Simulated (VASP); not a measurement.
# HW8S16 (a cell with a defect) in VASP: single point with PBE+D3(BJ)

Aim: the single point of HW8S16 (a cell with a defect) with PBE+D3(BJ).

All numbers are computed with VASP 6.6.1; they aren't measurements. Logs are shortened: lines on timing, memory, paths and dates and some standing lists are left out, and cuts for length are marked.

**1. The cell of the first run**

The cell holds a defect, 25 atoms: a = 6.308 Å, b = 6.308 Å, c = 12.145 Å, α = 90.00°, β = 90.00°, γ = 120.00°.

**2. Single point, PBE+D3(BJ) (with an interstitial atom, then relaxed in part)**

INCAR

```
SYSTEM = HW8S16
PREC = Accurate
ENCUT = 520
EDIFF = 1E-6
ISMEAR = 0
SIGMA = 0.01
LREAL = Auto
LASPH = .TRUE.
NELM = 100
ALGO = Normal
ISIF = 2
LWAVE = .FALSE.
LCHARG = .TRUE.
GGA = PE
IVDW = 12
LELF = .TRUE.
LVHAR = .TRUE.
NBANDS = 122
NELECT = 210.0
```

KPOINTS

```
Automatic mesh
0
Gamma
  3 3 2
  0 0 0.5
```

POSCAR

```
HW8S16
1.0
    3.1541397672     -5.4631303310      0.0000000000
   -6.3082795344      0.0000000000      0.0000000000
    0.0000000000      0.0000000000    -12.1450302921
W S H
8 16 1
Direct
    0.1666257473      0.3315015132      0.2473841115
    0.6680462087      0.3319301593      0.2462931027
    0.1671777182      0.8328208315      0.2474686326
    0.6684834557      0.8333515152      0.2473872796
    0.3265856375      0.1649886127      0.7476746777
    0.8322809174      0.1677018270      0.7502269944
    0.3314774702      0.6685293239      0.7559874616
    0.8350011171      0.6734040376      0.7476743357
    0.1648217410      0.3312707440      0.8805772358
    0.6647130554      0.3352802638      0.8785081347
    0.1635112447      0.8364764828      0.8799239887
    0.6687173707      0.8351719600      0.8805855086
    0.3351030282      0.1664190609      0.3771131269
    0.8343869748      0.1655940633      0.3780841868
    0.3341948276      0.6657925998      0.3770725860
    0.8335881165      0.6648817283      0.3771132818
    0.1649438756      0.3428045314      0.6211203230
    0.6652219954      0.3347477321      0.6202747663
    0.1496994493      0.8502731291      0.6078624756
    0.6571717162      0.8350127785      0.6211097344
    0.3341854843      0.1654937950      0.1173247191
    0.8343486253      0.1656403530      0.1167520233
    0.3340439558      0.6659425698      0.1172906239
    0.8344933646      0.6658007512      0.1173275949
    0.0433592711     -0.0433586333      0.5286319922
```

Potentials or basis: VASP PAW PBE potentials, release 64 (W_sv, S, H).

Run with:

```bash
cat potpaw_PBE.64/W_sv/POTCAR potpaw_PBE.64/S/POTCAR potpaw_PBE.64/H/POTCAR > POTCAR
mpirun -np 1 vasp_std > vasp.out
```

OUTCAR:

```text
SYSTEM = HW8S16
   PREC = Accurate
   ENCUT = 520
   EDIFF = 1E-6
   ISMEAR = 0
   LREAL = Auto
   LASPH = .TRUE.
   NELM = 100
   ISIF = 2
   GGA = PE
   IVDW = 12
   NELECT = 210.0
 IVDW          = 12

 ion  position               nearest neighbor table
   1  0.167  0.332  0.247-  13 2.41  22 2.41  14 2.41  21 2.41  15 2.41  23 2.42   4 3.14   2 3.15
                             3 3.15   3 3.16   2 3.16   4 3.17
   2  0.668  0.332  0.246-  22 2.40  21 2.40  24 2.40  13 2.42  16 2.42  14 2.42   1 3.15   4 3.15
                             3 3.15   3 3.15   4 3.16   1 3.16
   3  0.167  0.833  0.247-  16 2.41  13 2.41  21 2.41  24 2.41  15 2.41  23 2.41   1 3.15   4 3.15
                             2 3.15   2 3.15   4 3.16   1 3.16
   4  0.668  0.833  0.247-  16 2.41  22 2.41  14 2.41  24 2.41  15 2.41  23 2.42   1 3.14   2 3.15
                             3 3.15   3 3.16   2 3.16   1 3.17
   5  0.327  0.165  0.748-  11 2.41  17 2.41  18 2.41   9 2.41  19 2.42  10 2.44   8 3.10   6 3.13
                             7 3.15   7 3.16   6 3.18   8 3.21
   6  0.832  0.168  0.750-  17 2.40  20 2.40  10 2.40   9 2.41  12 2.41  18 2.41   8 3.13   5 3.13
                             7 3.15   7 3.16   5 3.18   8 3.18
   7  0.331  0.669  0.756-  11 2.37  12 2.38   9 2.38  20 2.42  17 2.42  19 2.68   5 3.15   8 3.15
                             6 3.15   6 3.16   8 3.16   5 3.16
   8  0.835  0.673  0.748-  11 2.41  20 2.41  18 2.41  12 2.41  19 2.42  10 2.44   5 3.10   6 3.13
                             7 3.15   7 3.16   6 3.18   5 3.21
   9  0.165  0.331  0.881-   7 2.38   6 2.41   5 2.41
  10  0.665  0.335  0.879-   6 2.40   8 2.44   5 2.44
  11  0.164  0.836  0.880-   7 2.37   8 2.41   5 2.41
  12  0.669  0.835  0.881-   7 2.38   6 2.41   8 2.41
  13  0.335  0.166  0.377-   3 2.41   1 2.41   2 2.42
  14  0.834  0.166  0.378-   4 2.41   1 2.41   2 2.42
  15  0.334  0.666  0.377-   3 2.41   4 2.41   1 2.41
  16  0.834  0.665  0.377-   3 2.41   4 2.41   2 2.42
  17  0.165  0.343  0.621-   6 2.40   5 2.41   7 2.42
  18  0.665  0.335  0.620-   5 2.41   8 2.41   6 2.41
  19  0.150  0.850  0.608-  25 1.51   8 2.42   5 2.42   7 2.68
  20  0.657  0.835  0.621-   6 2.40   8 2.41   7 2.42
  21  0.334  0.165  0.117-   2 2.40   3 2.41   1 2.41
  22  0.834  0.166  0.117-   2 2.40   1 2.41   4 2.41
  23  0.334  0.666  0.117-   3 2.41   1 2.42   4 2.42
  24  0.834  0.666  0.117-   2 2.40   3 2.41   4 2.41
  25  0.043  0.957  0.529-  19 1.51

  LATTYP: Found a hexagonal cell.
 ALAT       =     6.3082795344
 C/A-ratio  =     1.9252523966

  Lattice vectors:

 A1 = (   3.1541397672,  -5.4631303310,   0.0000000000)
 A2 = (  -6.3082795344,   0.0000000000,   0.0000000000)
 A3 = (   0.0000000000,   0.0000000000, -12.1450302921)

Analysis of symmetry for initial positions (statically):
=====================================================================
 Subroutine PRICEL returns:
 Original cell was already a primitive cell.

 Routine SETGRP: Setting up the symmetry group for a
 hexagonal supercell.

 Subroutine GETGRP returns: Found  1 space group operations
 (whereof  1 operations were pure point group operations)
 out of a pool of 24 trial point group operations.

The static configuration has the point symmetry C_1 .

Analysis of symmetry for dynamics (positions and initial velocities):
=====================================================================
 Subroutine PRICEL returns:
 Original cell was already a primitive cell.

 Routine SETGRP: Setting up the symmetry group for a
 hexagonal supercell.

 Subroutine GETGRP returns: Found  1 space group operations
 (whereof  1 operations were pure point group operations)
 out of a pool of 24 trial point group operations.

The dynamic configuration has the point symmetry C_1 .

 Subroutine INISYM returns: Found  1 space group operations
 (whereof  1 operations are pure point group operations),
 and found     1 'primitive' translations

----------------------------------------------------------------------------------------

                                     Primitive cell

  volume of cell :     418.5536

  direct lattice vectors                    reciprocal lattice vectors
     3.154139767 -5.463130331  0.000000000     0.000000000 -0.183045240  0.000000000
    -6.308279534  0.000000000  0.000000000    -0.158521827 -0.091522620  0.000000000
     0.000000000  0.000000000-12.145030292     0.000000000  0.000000000 -0.082338206

  length of vectors
[... 62 lines left out ...]
 Grid dimensions read from file:
 generate k-points for:    3    3    2

 Generating k-lattice:

  Cartesian coordinates                     Fractional coordinates (reciprocal lattice)
     0.000000000 -0.061015080  0.000000000     0.333333333  0.000000000  0.000000000
    -0.052840609 -0.030507540  0.000000000     0.000000000  0.333333333  0.000000000
     0.000000000  0.000000000 -0.041169103     0.000000000  0.000000000  0.500000000

  Length of vectors
     0.061015080  0.061015080  0.041169103

  Shift w.r.t. Gamma in fractional coordinates (k-lattice)
     0.000000000  0.000000000  0.500000000

 Subroutine IBZKPT returns following result:
 ===========================================

 Found      9 irreducible k-points:

 Following reciprocal coordinates:
            Coordinates               Weight
  0.000000  0.000000  0.250000      2.000000
  0.333333  0.000000  0.250000      2.000000
 -0.000000  0.333333  0.250000      2.000000
 -0.333333  0.333333  0.250000      2.000000
 -0.333333  0.000000  0.250000      2.000000
  0.000000 -0.333333  0.250000      2.000000
  0.333333 -0.333333  0.250000      2.000000
  0.333333  0.333333  0.250000      2.000000
 -0.333333 -0.333333  0.250000      2.000000
   k-points           NKPTS =      9   k-points in BZ     NKDIM =      9   number of bands    NBANDS=    122
   number of dos      NEDOS =    301   number of ions     NIONS =     25
   total plane-waves  NPLWV = 207360
   dimension x,y,z NGX =    48 NGY =   48 NGZ =   90
   dimension x,y,z NGXF=    96 NGYF=   96 NGZF=  180
   ions per type =               8  16   1
   NGX,Y,Z   is equivalent  to a cutoff of  12.65, 12.65, 12.32 a.u.
   NGXF,Y,Z  is equivalent  to a cutoff of  25.30, 25.30, 24.64 a.u.
 SYSTEM =  HW8S16
   PREC   = accura    normal or accurate (medium, high low for compatibility)
   ISTART =      0    job   : 0-new  1-cont  2-samecut
   ICHARG =      2    charge: 1-file 2-atom 10-const
   ISPIN  =      1    spin polarized calculation?
   LNONCOLLINEAR =      F non collinear calculations
   LSORBIT =      F    spin-orbit coupling
   LASPH  =      T    aspherical Exc in radial PAW
   ENCUT  =  520.0 eV  38.22 Ry    6.18 a.u.  11.73 11.73 22.58*2*pi/ulx,y,z
   NELM   =    100;   NELMIN=  2; NELMDL= -5     # of ELM steps
   EDIFF  = 0.1E-05   stopping-criterion for ELM
   LREAL  =      T    real-space projection
   EDIFFG = 0.1E-04   stopping-criterion for IOM
   NSW    =      0    number of steps for IOM
   IBRION =     -1    ionic relax: 0-MD 1-quasi-New 2-CG
   NFREE  =      0    steps in history (QN), initial steepest desc. (CG)
   ISIF   =      2    stress and relaxation
   ISYM   =      2    0-nonsym 1-usesym 2-fastsym
   POTIM  = 0.5000    time-step for ionic-motion
   TEBEG  =    0.0;   TEEND  =   0.0 temperature during run
   PSTRESS=    0.0 pullay stress
   NELECT =     210.0000    total number of electrons
   NUPDOWN=      -1.0000    fix difference up-down
   EMIN   =  10.00;   EMAX   =-10.00  energy-range for DOS
   EFERMI =   0.00;   METHOD = LEGACY
   ISMEAR =     0;   SIGMA  =   0.01  broadening in eV -4-tet -1-fermi 0-gaus
   EFERMI_NEDOS =   21; number of points for ismear=-14 and -15
   IALGO  =     38    algorithm
   IMIX   =      4    mixing-type and parameters
     AMIX     =   0.40;   BMIX     =  1.00
     AMIX_MAG =   1.60;   BMIX_MAG =  1.00
  volume/ion in A,a.u.               =      16.74       112.98
  Fermi-wavevector in a.u.,A,eV,Ry     =   1.300861  2.458271 23.024314  1.692239
  Thomas-Fermi vector in A             =   2.432032
   LORBIT       =      0    0 simple, 1 ext, 2 COOP (PROOUT), +10 PAW based schemes
   GGA     = PE    functional components
   LHFCALC =     F    Hartree Fock is set to
   AEXX    =    0.0000 exact exchange contribution
   IVDW    =    12    specifies the selected vdW correction
   LEPSILON=     F    determine dielectric tensor
   LRPA    =     F    only Hartree local field effects (RPA)
 non-spin polarized calculation
 Gauss-broadening in eV      SIGMA  =   0.01
  energy-cutoff  :      520.00
  volume of cell :      418.55
 maximum number of plane-waves:     11289
   NGX = 23   NGY = 23   NGZ = 45

 number of electron     209.9999985 magnetization

 Free energy of the ion-electron system (eV)
  ---------------------------------------------------
  ext. energy  EPLUGINS =         0.00000000
  ---------------------------------------------------
  free energy    TOTEN  =      -181.74197570 eV

  energy without entropy =     -181.74072193  energy(sigma->0) =     -181.74134882

 E-fermi :   8.7273     XC(G=0): -11.1666

 val. band max:        8.7272738653   @ k =   0.3333   0.3333   0.2500
 cond. band min:       8.7272891028   @ k =  -0.3333  -0.3333   0.2500
 fundamental gap:      0.0000152375
 Fermi energy:         8.7272814638

 k-point     1 :       0.0000    0.0000    0.2500
  band No.  band energies     occupation
      1     -67.0153      2.00000
      2     -66.9870      2.00000
      3     -66.9786      2.00000
      4     -66.9322      2.00000
      5     -66.6375      2.00000
      6     -66.5744      2.00000
[... 1069 lines left out ...]
    116       9.8011      0.00000
    117       9.9463      0.00000
 [bands above 117 left out]

------------------------ aborting loop because EDIFF is reached ----------------------------------------

 Edisp (eV)  -10.60456

 E8    (eV) :    -4.4365

  FORCE on cell =-STRESS in cart. coord.  units (eV):
  Direction    XX          YY          ZZ          XY          YZ          ZX
  --------------------------------------------------------------------------------------
  -------------------------------------------------------------------------------------
  Total      11.53611    11.36900    13.60082    -0.14950    -0.14390     0.24002
  in kB      44.15896    43.51929    52.06246    -0.57226    -0.55084     0.91877
  external pressure =       46.58 kB  Pullay stress =        0.00 kB

 VOLUME and BASIS-vectors are now :
 -----------------------------------------------------------------------------
  energy-cutoff  :      520.00
  volume of cell :      418.55
      direct lattice vectors                 reciprocal lattice vectors
     3.154139767 -5.463130331  0.000000000     0.000000000 -0.183045240  0.000000000
    -6.308279534  0.000000000  0.000000000    -0.158521827 -0.091522620  0.000000000
     0.000000000  0.000000000-12.145030292     0.000000000  0.000000000 -0.082338206

 POSITION                                       TOTAL-FORCE (eV/Angst)
 -----------------------------------------------------------------------------------
     -1.56564     -0.91030     -3.00449        -0.003470      0.005554     -0.007090
      0.01320     -3.64962     -2.99124        -0.001452     -0.000135      0.009780
     -4.72636     -0.91331     -3.00551        -0.000044      0.000409     -0.009135
     -3.14852     -3.65201     -3.00453        -0.007242     -0.000333     -0.006422
     -0.01070     -1.78418     -9.08053         0.002268     -0.010284      0.003279
      1.56722     -4.54686     -9.11153        -0.004444      0.003931     -0.002150
[... 17 lines left out ...]
     -1.56795     -4.55895     -1.42495         0.003313     -0.000586     -0.001824
     -5.89800     -0.23688     -6.42025         0.011321     -0.006377     -0.028605
 -----------------------------------------------------------------------------------
    total drift:                                0.002754     -0.001788      0.001194

  FREE ENERGIE OF THE ION-ELECTRON SYSTEM (eV)
  ---------------------------------------------------
  free  energy   TOTEN  =      -192.3465307926 eV

  energy  without entropy=     -192.3452770210  energy(sigma->0) =     -192.34590391
```

It took 34 min on 1 thread of Intel Xeon 8259CL, shared host; peak memory 0.66 GiB.

What came out:

* Free energy: -192.3465 eV
* Largest force: 0.042 eV/Å
* Dispersion energy per atom: -0.424 eV

Forces in eV/Å, atoms in the order of the input:
```
W   -0.003  0.006 -0.007
W   -0.001  0.000  0.010
W    0.000  0.000 -0.009
W   -0.007  0.000 -0.006
W    0.002 -0.010  0.003
W   -0.004  0.004 -0.002
W    0.029 -0.016 -0.012
W    0.010  0.004  0.003
S   -0.005  0.001 -0.006
S   -0.001  0.001 -0.003
S   -0.004  0.002 -0.001
S   -0.003  0.003 -0.005
S   -0.001  0.005 -0.001
S    0.001 -0.001  0.001
S    0.003 -0.001 -0.002
S   -0.005 -0.001  0.000
S   -0.003  0.001  0.012
S   -0.004  0.002  0.009
S   -0.021  0.011  0.034
S   -0.005  0.001  0.010
S    0.002 -0.002 -0.002
S    0.003 -0.001  0.002
S    0.003 -0.002  0.002
S    0.003 -0.001 -0.002
H    0.011 -0.006 -0.029
```

Caveat: the k points lie up to 0.38 Å⁻¹ apart; the cell carries a net charge on a neutralising background, which shifts energy and pressure; the cell differs from its parent crystal (with an interstitial atom, then relaxed in part); the cell is charged against a uniform background, so pressure and absolute levels hang on convention; spin-orbit coupling is left out, which moves the levels of the heavy elements.
